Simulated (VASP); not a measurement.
# AlGa3P4 in VASP: further runs, part 2 of 2

VASP 6.6.1. The steps go on from the part before.

## Step 3: Single point, PBE

Contents of INCAR:

```
SYSTEM = AlGa3P4
PREC = Accurate
ENCUT = 520
EDIFF = 1E-6
ISMEAR = 0
SIGMA = 0.1
LREAL = .FALSE.
LASPH = .TRUE.
NELM = 80
ALGO = Normal
ISIF = 2
LWAVE = .FALSE.
LCHARG = .FALSE.
GGA = PE
NBANDS = 41
```

Contents of KPOINTS:

```
Automatic mesh
0
G
  4 4 2
  0 0 0
```

Contents of POSCAR:

```
AlGa3P4
1.0
    3.8955583773      0.0000000000      0.0000000000
    0.0000000000      3.8955583773      0.0000000000
    0.0000000000      0.0000000000     11.0071308591
Al Ga P
1 3 4
Direct
    0.5000000000      0.5000000000      0.5000000000
    1.0000000000      0.0000000000      0.7500252342
    0.5000000000      0.5000000000      1.0000000000
    0.0000000000      0.0000000000      0.2499747658
    0.5000000000      0.0000000000      0.8750502494
    0.0000000000      0.5000000000      0.1249497506
    0.5000000000      0.0000000000      0.3755611017
    1.0000000000      0.5000000000      0.6244388983
```

Potentials or basis: VASP PAW PBE potentials, release 64 (Al, Ga_d, P).

Launch:

```sh
> cat potpaw_PBE.64/Al/POTCAR potpaw_PBE.64/Ga_d/POTCAR potpaw_PBE.64/P/POTCAR > POTCAR
> mpirun -np 1 vasp_std > vasp.out
```

OUTCAR:

```text
SYSTEM = AlGa3P4
   PREC = Accurate
   ENCUT = 520
   EDIFF = 1E-6
   ISMEAR = 0
   LREAL = .FALSE.
   LASPH = .TRUE.
   NELM = 80
   ISIF = 2
   GGA = PE

 ion  position               nearest neighbor table
   1  0.500  0.500  0.500-   7 2.38   8 2.38   7 2.38   8 2.38
   2  0.000  0.000  0.750-   5 2.38   5 2.38   8 2.39   8 2.39
   3  0.500  0.500  0.000-   5 2.38   6 2.38   5 2.38   6 2.38
   4  0.000  0.000  0.250-   6 2.38   6 2.38   7 2.39   7 2.39
   5  0.500  0.000  0.875-   3 2.38   3 2.38   2 2.38   2 2.38
   6  0.000  0.500  0.125-   3 2.38   3 2.38   4 2.38   4 2.38
   7  0.500  0.000  0.376-   1 2.38   1 2.38   4 2.39   4 2.39
   8  0.000  0.500  0.624-   1 2.38   1 2.38   2 2.39   2 2.39

  LATTYP: Found a simple tetragonal cell.
 ALAT       =     3.8955583773
 C/A-ratio  =     2.8255592121

  Lattice vectors:

 A1 = (   3.8955583773,   0.0000000000,   0.0000000000)
 A2 = (   0.0000000000,   3.8955583773,   0.0000000000)
 A3 = (   0.0000000000,   0.0000000000,  11.0071308591)

Analysis of symmetry for initial positions (statically):
=====================================================================
 Subroutine PRICEL returns:
 Original cell was already a primitive cell.

 Routine SETGRP: Setting up the symmetry group for a
 simple tetragonal supercell.

 Subroutine GETGRP returns: Found  8 space group operations
 (whereof  8 operations were pure point group operations)
 out of a pool of 16 trial point group operations.

The static configuration has the point symmetry D_2d.

Analysis of symmetry for dynamics (positions and initial velocities):
=====================================================================
 Subroutine PRICEL returns:
 Original cell was already a primitive cell.

 Routine SETGRP: Setting up the symmetry group for a
 simple tetragonal supercell.

 Subroutine GETGRP returns: Found  8 space group operations
 (whereof  8 operations were pure point group operations)
 out of a pool of 16 trial point group operations.

The dynamic configuration has the point symmetry D_2d.

 Subroutine INISYM returns: Found  8 space group operations
 (whereof  8 operations are pure point group operations),
 and found     1 'primitive' translations

----------------------------------------------------------------------------------------

                                     Primitive cell

  volume of cell :     167.0373

  direct lattice vectors                    reciprocal lattice vectors
     3.895558377  0.000000000  0.000000000     0.256702609  0.000000000  0.000000000
     0.000000000  3.895558377  0.000000000     0.000000000  0.256702609  0.000000000
     0.000000000  0.000000000 11.007130859     0.000000000  0.000000000  0.090850196

  length of vectors
     3.895558377  3.895558377 11.007130859     0.256702609  0.256702609  0.090850196

  position of ions in fractional coordinates (direct lattice)
     0.500000000  0.500000000  0.500000000
     0.000000000  0.000000000  0.750025234
     0.500000000  0.500000000  0.000000000
     0.000000000  0.000000000  0.249974766
     0.500000000  0.000000000  0.875050249
     0.000000000  0.500000000  0.124949751
     0.500000000  0.000000000  0.375561102
     0.000000000  0.500000000  0.624438898
[... 47 lines left out ...]
  0.250000  0.000000  0.500000      4.000000
  0.500000  0.000000  0.500000      2.000000
  0.250000  0.250000  0.500000      4.000000
  0.500000  0.250000  0.500000      4.000000
  0.500000  0.500000  0.500000      1.000000
   k-points           NKPTS =     12   k-points in BZ     NKDIM =     12   number of bands    NBANDS=     41
   number of dos      NEDOS =    301   number of ions     NIONS =      8
   total plane-waves  NPLWV =  75600
   dimension x,y,z NGX =    30 NGY =   30 NGZ =   84
   dimension x,y,z NGXF=    60 NGYF=   60 NGZF=  168
   ions per type =               1   3   4
   NGX,Y,Z   is equivalent  to a cutoff of  12.80, 12.80, 12.69 a.u.
   NGXF,Y,Z  is equivalent  to a cutoff of  25.61, 25.61, 25.37 a.u.
 SYSTEM =  AlGa3P4
   PREC   = accura    normal or accurate (medium, high low for compatibility)
   ISTART =      0    job   : 0-new  1-cont  2-samecut
   ICHARG =      2    charge: 1-file 2-atom 10-const
   ISPIN  =      1    spin polarized calculation?
   LNONCOLLINEAR =      F non collinear calculations
   LSORBIT =      F    spin-orbit coupling
   LASPH  =      T    aspherical Exc in radial PAW
   ENCUT  =  520.0 eV  38.22 Ry    6.18 a.u.   7.24  7.24 20.47*2*pi/ulx,y,z
   NELM   =     80;   NELMIN=  2; NELMDL= -5     # of ELM steps
   EDIFF  = 0.1E-05   stopping-criterion for ELM
   LREAL  =      F    real-space projection
   EDIFFG = 0.1E-04   stopping-criterion for IOM
   NSW    =      0    number of steps for IOM
   IBRION =     -1    ionic relax: 0-MD 1-quasi-New 2-CG
   NFREE  =      0    steps in history (QN), initial steepest desc. (CG)
   ISIF   =      2    stress and relaxation
   ISYM   =      2    0-nonsym 1-usesym 2-fastsym
   POTIM  = 0.5000    time-step for ionic-motion
   TEBEG  =    0.0;   TEEND  =   0.0 temperature during run
   PSTRESS=    0.0 pullay stress
   NELECT =      62.0000    total number of electrons
   NUPDOWN=      -1.0000    fix difference up-down
   EMIN   =  10.00;   EMAX   =-10.00  energy-range for DOS
   EFERMI =   0.00;   METHOD = LEGACY
   ISMEAR =     0;   SIGMA  =   0.10  broadening in eV -4-tet -1-fermi 0-gaus
   EFERMI_NEDOS =   21; number of points for ismear=-14 and -15
   IALGO  =     38    algorithm
   IMIX   =      4    mixing-type and parameters
     AMIX     =   0.40;   BMIX     =  1.00
     AMIX_MAG =   1.60;   BMIX_MAG =  1.00
  volume/ion in A,a.u.               =      20.88       140.90
  Fermi-wavevector in a.u.,A,eV,Ry     =   1.176524  2.223308 18.833310  1.384209
  Thomas-Fermi vector in A             =   2.312887
   LORBIT       =      0    0 simple, 1 ext, 2 COOP (PROOUT), +10 PAW based schemes
   GGA     = PE    functional components
   LHFCALC =     F    Hartree Fock is set to
   AEXX    =    0.0000 exact exchange contribution
   IVDW    =     0    specifies the selected vdW correction
   LEPSILON=     F    determine dielectric tensor
   LRPA    =     F    only Hartree local field effects (RPA)
 non-spin polarized calculation
 Gauss-broadening in eV      SIGMA  =   0.10
  energy-cutoff  :      520.00
  volume of cell :      167.04
 maximum number of plane-waves:      4558
 NGX is ok and might be reduce to    30
   NGX = 15   NGY = 15   NGZ = 41

 number of electron      61.9999975 magnetization

 Free energy of the ion-electron system (eV)
  ---------------------------------------------------
  ext. energy  EPLUGINS =         0.00000000
  ---------------------------------------------------
  free energy    TOTEN  =       -37.57462428 eV

  energy without entropy =      -37.57462428  energy(sigma->0) =      -37.57462428

 E-fermi :   4.8354     XC(G=0):  -9.5394

 val. band max:        4.3588611381   @ k =   0.0000   0.0000   0.0000
 cond. band min:       5.9659623986   @ k =   0.5000   0.0000   0.0000
 fundamental gap:      1.6071012605
 Fermi energy:         4.8353994986

 k-point     1 :       0.0000    0.0000    0.0000
  band No.  band energies     occupation
      1     -10.1458      2.00000
      2     -10.1203      2.00000
      3     -10.0700      2.00000
      4     -10.0516      2.00000
      5     -10.0516      2.00000
      6     -10.0387      2.00000
[... 517 lines left out ...]
     40      12.6510      0.00000
     41      12.7639      0.00000

------------------------ aborting loop because EDIFF is reached ----------------------------------------

  FORCE on cell =-STRESS in cart. coord.  units (eV):
  Direction    XX          YY          ZZ          XY          YZ          ZX
  --------------------------------------------------------------------------------------
  -------------------------------------------------------------------------------------
  Total        0.3622261      0.3622261     -0.4877862      0.0000000      0.0000000      0.0000000
  in kB        3.4743753      3.4743753     -4.6787144      0.0000000      0.0000000      0.0000000
  external PRESSURE =       0.7566787 kB  Pullay stress =       0.0000000 kB

 VOLUME and BASIS-vectors are now :
 -----------------------------------------------------------------------------
  energy-cutoff  :      520.00
  volume of cell :      167.04
      direct lattice vectors                 reciprocal lattice vectors
     3.895558377  0.000000000  0.000000000     0.256702609  0.000000000  0.000000000
     0.000000000  3.895558377  0.000000000     0.000000000  0.256702609  0.000000000
     0.000000000  0.000000000 11.007130859     0.000000000  0.000000000  0.090850196

 POSITION                                       TOTAL-FORCE (eV/Angst)
 -----------------------------------------------------------------------------------
      1.94778      1.94778      5.50357        -0.000000      0.000000      0.000000
      0.00000      0.00000      8.25563        -0.000000      0.000000      0.003797
      1.94778      1.94778      0.00000        -0.000000     -0.000000      0.000000
      0.00000      0.00000      2.75150        -0.000000      0.000000     -0.003797
      1.94778      0.00000      9.63179        -0.000000      0.000000      0.001445
      0.00000      1.94778      1.37534        -0.000000      0.000000     -0.001445
      1.94778      0.00000      4.13385         0.000000      0.000000      0.017858
      0.00000      1.94778      6.87328        -0.000000      0.000000     -0.017858
 -----------------------------------------------------------------------------------
    total drift:                                0.000000      0.000000     -0.000000

  FREE ENERGIE OF THE ION-ELECTRON SYSTEM (eV)
  ---------------------------------------------------
  free  energy   TOTEN  =       -37.5746242768 eV

  energy  without entropy=      -37.5746242768  energy(sigma->0) =      -37.57462428
```

Wall time 2.3 min (1 thread of Intel Xeon 8259CL, shared host); peak memory 0.29 GiB.

Results:

- Free energy: -37.5746 eV
- Pressure: 0.1 GPa
- Largest force: 0.018 eV/Å
- Band gap on the k mesh: 1.61 eV (least direct gap 1.68 eV)

Forces in eV/Å, atoms in the order of the input:
```
Al   0.000  0.000  0.000
Ga   0.000  0.000  0.004
Ga   0.000  0.000  0.000
Ga   0.000  0.000 -0.004
P    0.000  0.000  0.001
P    0.000  0.000 -0.001
P    0.000  0.000  0.018
P    0.000  0.000 -0.018
```

Stress tensor (GPa, compression positive):
```
 0.35  0.00  0.00
 0.00  0.35  0.00
 0.00  0.00 -0.47
```

Levels at points of the mesh, in eV from the valence-band top:
| k point | band 27 | band 28 | band 29 | band 30 | band 31 | band 32 | band 33 | band 34 | band 35 | band 36 |
| --- | --- | --- | --- | --- | --- | --- | --- | --- | --- | --- |
| (0.00, 0.00, 0.00) | -1.47 | -1.47 | -0.02 | 0.00 | 0.00 | 1.68 | 1.73 | 2.05 | 2.27 | 2.59 |
| (0.50, 0.00, 0.00) | -1.06 | -1.02 | -1.00 | -0.97 | -0.97 | 1.61 | 2.04 | 3.21 | 3.37 | 4.62 |
| (0.50, 0.50, 0.00) | -3.15 | -2.45 | -2.45 | -2.45 | -2.44 | 1.67 | 1.67 | 1.74 | 2.22 | 4.60 |
| (0.00, 0.00, 0.50) | -1.27 | -0.67 | -0.67 | -0.49 | -0.49 | 1.65 | 1.85 | 2.55 | 2.56 | 2.92 |
| (0.50, 0.00, 0.50) | -1.95 | -1.12 | -1.03 | -1.01 | -1.01 | 2.56 | 2.64 | 2.67 | 3.23 | 4.52 |
| (0.50, 0.50, 0.50) | -2.88 | -2.87 | -2.87 | -2.81 | -2.81 | 2.60 | 2.60 | 2.73 | 2.91 | 2.91 |

A k mesh can miss the band edges.

## Step 4: Single point, PBE

Contents of INCAR:

```
PREC = Accurate
ENCUT = 520
EDIFF = 1E-7
ISMEAR = 0
SIGMA = 0.1
LREAL = False
LASPH = True
NELM = 80
ALGO = Normal
ISIF = 2
LWAVE = False
LCHARG = False
GGA = PE
NBANDS = 41
```

Contents of KPOINTS:

```
Automatic mesh
0
Gamma
  4 4 2
```

Contents of POSCAR:

```
AlGa3P4
1.0
    3.9088869220     -0.0000228318     -0.0000713181
   -0.0000074833      3.9158624037      0.0002148088
    0.0013601613      0.0003936353     10.9287728258
Al Ga P
1 3 4
Direct
    0.4995561184      0.4999252756      0.4998451607
    1.0003025603      0.0000238755      0.7497945958
    0.4999641211      0.4999603443      0.9998920827
    0.0002764260      0.0000247651      0.2500001502
    0.5000806637     -0.0000103228      0.8750927141
   -0.0002013249      0.5000519893      0.1251035951
    0.5002785849     -0.0000195833      0.3758864540
    0.9997428504      0.5000436564      0.6243852476
```

Launch:

```sh
> cat potpaw_PBE.64/Al/POTCAR potpaw_PBE.64/Ga_d/POTCAR potpaw_PBE.64/P/POTCAR > POTCAR
> mpirun -np 1 vasp_std > vasp.out
```

It took 4.1 min on 1 thread of Intel Xeon 8259CL, shared host; peak memory 0.32 GiB.

The run converged. Its results:

| Quantity | Value |
| --- | --- |
| Free energy | -37.5778 eV |
| Pressure | -0.1 GPa |
| Largest force | 0.024 eV/Å |
| Band gap on the k mesh | 1.57 eV (least direct gap 1.62 eV) |

Forces on the atoms (eV/Å):
```
Al   0.009  0.002  0.020
Ga  -0.007  0.000  0.015
Ga  -0.005  0.001  0.008
Ga   0.000  0.000  0.003
P    0.005  0.000 -0.006
P    0.007 -0.001 -0.010
P   -0.006 -0.001 -0.007
P   -0.004 -0.001 -0.024
```

Stress tensor (GPa, compression positive):
```
 0.03  0.00 -0.01
 0.00 -0.13  0.00
-0.01  0.00 -0.07
```

Levels at points of the mesh, in eV from the valence-band top:
```csv
k point,band 28,band 29,band 30,band 31,band 32,band 33,band 34,band 35
"(0.00, 0.00, 0.00)",-1.51,-0.04,-0.03,0.00,1.62,1.68,1.98,2.20
"(0.50, 0.00, 0.00)",-1.06,-1.03,-0.99,-0.94,1.58,2.00,3.12,3.27
"(0.00, 0.50, 0.00)",-1.05,-1.02,-0.99,-0.94,1.60,2.02,3.15,3.30
"(0.50, 0.50, 0.00)",-2.44,-2.44,-2.43,-2.42,1.68,1.69,1.76,2.24
"(0.00, 0.00, 0.50)",-0.72,-0.70,-0.54,-0.52,1.57,1.77,2.50,2.52
"(0.50, 0.00, 0.50)",-1.19,-1.10,-1.07,-1.07,2.51,2.58,2.61,3.15
"(0.00, 0.50, 0.50)",-1.17,-1.08,-1.06,-1.06,2.53,2.61,2.63,3.18
"(0.50, 0.50, 0.50)",-2.87,-2.87,-2.81,-2.81,2.63,2.64,2.77,2.95
```

## Step 5: Single point, PBE

Contents of INCAR:

```
PREC     = Accurate       # precision mode
ENCUT    = 520            # plane-wave cutoff, eV
EDIFF    = 1E-6           # SCF threshold, eV
ISMEAR   = 0              # smearing method
SIGMA    = 0.02           # smearing width, eV
LREAL    = False          # projectors in reciprocal space
LASPH    = True           # aspherical terms in the spheres
NELM     = 100            # most SCF steps
ALGO     = Normal         # electronic algorithm
ISIF     = 2              # what is computed and relaxed
LWAVE    = False          # write WAVECAR
LCHARG   = False          # write CHGCAR
GGA      = PE             # functional
NBANDS   = 41             # bands
```

Contents of KPOINTS:

```
regular mesh
0
Gamma
  8 8 4
```

Contents of POSCAR:

```
AlGa3P4
1.0
    3.8955583773      0.0000000000      0.0000000000
    0.0000000000      3.8955583773      0.0000000000
    0.0000000000      0.0000000000     11.0071308591
Al Ga P
1 3 4
Direct
    0.5000000000      0.5000000000      0.5000000000
    0.0000000000      0.0000000000      0.7500252342
    0.5000000000      0.5000000000      0.0000000000
    0.0000000000      0.0000000000      0.2499747658
    0.5000000000      0.0000000000      0.8750502494
    0.0000000000      0.5000000000      0.1249497506
    0.5000000000      0.0000000000      0.3755611017
    0.0000000000      0.5000000000      0.6244388983
```

Launch:

```sh
> cat potpaw_PBE.64/Al/POTCAR potpaw_PBE.64/Ga_d/POTCAR potpaw_PBE.64/P/POTCAR > POTCAR
> mpirun -np 1 vasp_std > vasp.out
```

Run time: 8 min. Hardware: 1 thread of Intel Xeon 8259CL, shared host; peak memory 0.41 GiB.

Results (log left out):

* Free energy: -37.7462 eV
* Pressure: 0.0 GPa
* Largest force: 0.004 eV/Å
* Band gap on the k mesh: 1.62 eV (least direct gap 1.69 eV)

Forces in eV/Å, atoms in the order of the input:
```
Al   0.000  0.000  0.000
Ga   0.000  0.000 -0.001
Ga   0.000  0.000  0.000
Ga   0.000  0.000  0.001
P    0.000  0.000  0.000
P    0.000  0.000  0.000
P    0.000  0.000  0.004
P    0.000  0.000 -0.004
```

Levels at points of the mesh, in eV from the valence-band top:
```csv
k point,band 29,band 30,band 31,band 32,band 33,band 34
"(0.00, 0.00, 0.00)",-0.02,0.00,0.00,1.69,1.74,2.06
"(0.50, 0.00, 0.00)",-1.00,-0.97,-0.97,1.62,2.04,3.22
"(0.50, 0.50, 0.00)",-2.44,-2.44,-2.43,1.68,1.68,1.75
"(0.00, 0.00, 0.50)",-0.66,-0.49,-0.49,1.66,1.86,2.55
"(0.50, 0.00, 0.50)",-1.02,-1.01,-1.00,2.57,2.65,2.68
"(0.50, 0.50, 0.50)",-2.86,-2.80,-2.80,2.61,2.61,2.74
```

A k mesh can miss the band edges.

## Step 6: Single point, PBE

Contents of INCAR:

```
SYSTEM = AlGa3P4
PREC     = Accurate       ! precision mode
ENCUT    = 520            ! plane-wave cutoff, eV
EDIFF    = 1E-6           ! SCF threshold, eV
ISMEAR   = 0              ! smearing method
SIGMA    = 0.01           ! smearing width, eV
LREAL    = .False.        ! projectors in reciprocal space
LASPH    = .True.         ! aspherical terms in the spheres
NELM     = 80             ! most SCF steps
ALGO     = Normal         ! electronic algorithm
ISIF     = 2              ! what is computed and relaxed
LWAVE    = .False.        ! write WAVECAR
LCHARG   = .True.         ! write CHGCAR
GGA      = PE             ! functional
LELF     = .True.         ! ELF
LVHAR    = .True.       
NBANDS   = 41             ! bands
```

Contents of KPOINTS:

```
regular mesh
0
Gamma
  8 8 4
  0 0 0
```

Contents of POSCAR:

```
AlGa3P4
1.0
    3.8952555601      0.0000000000      0.0000000000
    0.0000000000      3.8952555601      0.0000000000
    0.0000000000      0.0000000000     11.0075087295
Al Ga P
1 3 4
Direct
    0.5000000000      0.5000000000      0.5000000000
    0.0000000000      0.0000000000      0.7500263209
    0.5000000000      0.5000000000      0.0000000000
    0.0000000000      0.0000000000      0.2499736791
    0.5000000000      0.0000000000      0.8750495315
    0.0000000000      0.5000000000      0.1249504685
    0.5000000000      0.0000000000      0.3755447021
    0.0000000000      0.5000000000      0.6244552979
```

Potentials or basis: VASP PAW PBE potentials, release 64 (Al, Ga_d, P).

Launch:

```sh
> cat potpaw_PBE.64/Al/POTCAR potpaw_PBE.64/Ga_d/POTCAR potpaw_PBE.64/P/POTCAR > POTCAR
> mpirun -np 1 vasp_std > vasp.out
```

Run time: 8.6 min. Hardware: 1 thread of Intel Xeon 8259CL, shared host; peak memory 0.41 GiB.

Results (log left out):

```
Free energy            : -37.7462 eV
Pressure               : 0.0 GPa
Largest force          : 0.006 eV/Å
Band gap on the k mesh : 1.62 eV (least direct gap 1.69 eV)
```

Forces on the atoms (eV/Å):
```
Al   0.000  0.000  0.000
Ga   0.000  0.000  0.000
Ga   0.000  0.000  0.000
Ga   0.000  0.000  0.000
P    0.000  0.000  0.000
P    0.000  0.000  0.000
P    0.000  0.000  0.006
P    0.000  0.000 -0.006
```

Levels at points of the mesh, in eV from the valence-band top:
```tsv
k point	band 28	band 29	band 30	band 31	band 32	band 33	band 34	band 35
(0.00, 0.00, 0.00)	-1.47	-0.02	0.00	0.00	1.69	1.74	2.06	2.28
(0.50, 0.00, 0.00)	-1.01	-1.00	-0.97	-0.97	1.62	2.04	3.22	3.38
(0.50, 0.50, 0.00)	-2.45	-2.44	-2.44	-2.43	1.68	1.68	1.75	2.23
(0.00, 0.00, 0.50)	-0.66	-0.66	-0.49	-0.49	1.66	1.86	2.55	2.57
(0.50, 0.00, 0.50)	-1.11	-1.02	-1.01	-1.00	2.57	2.65	2.68	3.24
(0.50, 0.50, 0.50)	-2.86	-2.86	-2.80	-2.80	2.61	2.61	2.74	2.92
```

A k mesh can miss the band edges.

## Step 7: Overview

```tsv
cell	k mesh	smearing	gap on the mesh (eV)	pressure (GPa)	largest force (eV/Å)
a = 3.913, b = 3.913, c = 10.921 Å, 8 atoms	4 × 4 × 2	gaussian 0.1 eV	1.57	0.0	0.01
a = 3.896, b = 3.896, c = 11.007 Å, 8 atoms	4 × 4 × 2	gaussian 0.1 eV	1.61	0.1	0.02
a = 3.909, b = 3.916, c = 10.929 Å, 8 atoms	4 × 4 × 2	gaussian 0.1 eV	1.57	-0.1	0.02
a = 3.896, b = 3.896, c = 11.007 Å, 8 atoms	8 × 8 × 4	gaussian 0.02 eV	1.62	0.0	-
a = 3.895, b = 3.895, c = 11.008 Å, 8 atoms	8 × 8 × 4	gaussian 0.01 eV	1.62	0.0	0.01
```

Alike in all rows: task single point; level PBE; potentials or basis VASP PAW PBE potentials, release 64 (Al, Ga_d, P); no spin polarisation; cutoff (eV) 520.

Total energies depend on the potentials used, so only differences within one code and one set of settings carry meaning.
